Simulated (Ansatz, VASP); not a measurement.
**AlN in VASP and in Ansatz**

Contents of INCAR:

```
SYSTEM = AlN
ALGO = Normal ; EDIFF = 1E-6
ENCUT = 520 ; ISIF = 2
ISMEAR = 0 ; LASPH = .True.
LCHARG = .False. ; LREAL = .False.
LWAVE = .False. ; NBANDS = 16
NELM = 100 ; PREC = Accurate
SIGMA = 0.05
```

File KPOINTS:

```
k-points
0
Gamma
  9 9 6
  0 0 0
```

POSCAR

```
AlN
1.0
    3.0887424016      0.0000000000      0.0000000000
   -1.5443712008      2.6749293856      0.0000000000
    0.0000000000      0.0000000000      4.9437688231
Al N
2 2
Direct
    0.3397634096      0.6795268192      0.0015212672
    0.6602365904      0.3204731808      0.5015212672
    0.3275955689      0.6551911379      0.3834787328
    0.6724044311      0.3448088621      0.8834787328
```

Input for Ansatz:

```yaml
crystal:
  lattice:
    - [3.0887424016, 0.0, 0.0]
    - [-1.5443712008, 2.6749293856, 0.0]
    - [0.0, 0.0, 4.9437688231]
  atoms:
    - { symbol: Al, position: [0.3397634096, 0.6795268192, 0.0015212672] }
    - { symbol: Al, position: [0.6602365904, 0.3204731808, 0.5015212672] }
    - { symbol: "N", position: [0.3275955689, 0.6551911379, 0.3834787328] }
    - { symbol: "N", position: [0.6724044311, 0.3448088621, 0.8834787328] }
basis:
  ecutwfc: 520.0
kpoints:
  mp_grid: { grid: [9, 9, 6] }
hamiltonian:
  xc: lda
scf:
  occupations: { method: gaussian, width: 0.05 }
output:
  forces: true
  stress: true
  eigenvalues: true
```

Change from the starting cell: mode 5 frozen in at +0.034 Å, equal normal strain along x, y and z +0.0000.

Alike in both runs: task single point; functional LDA; k mesh 9 × 9 × 6; occupations gaussian, width 0.05 eV; no spin polarisation.

|  | VASP | Ansatz |
| --- | --- | --- |
| version | VASP 6.6.1 | Ansatz 0.2.0 |
| potentials or method | VASP PAW LDA potentials, release 64 (Al, N), cutoff 520 eV | scalar-relativistic, plane waves, PAW |
| valence electrons in the cell | 16 | 16 |

Ansatz gave:

- gap on the k mesh at the Fermi level (eV): 4.40
- least direct gap on the mesh (eV): 4.40
- pressure (GPa): 0.0
- traceless stress, the component that is largest in VASP (GPa): -0.19
- rms of the force components (eV/Å): 0.090

Task: What did VASP give for the same quantities?

Result: gap on the k mesh at the Fermi level (eV): 4.41; least direct gap on the mesh (eV): 4.41; pressure (GPa): 0.6; traceless stress, the component that is largest in VASP (GPa): -0.17; rms of the force components (eV/Å): 0.090.

LDA's correlation is that of Perdew and Zunger in VASP and of Perdew and Wang (1992) in Ansatz. Atom by atom the forces differ by 0.001 eV/Å (rms over components).
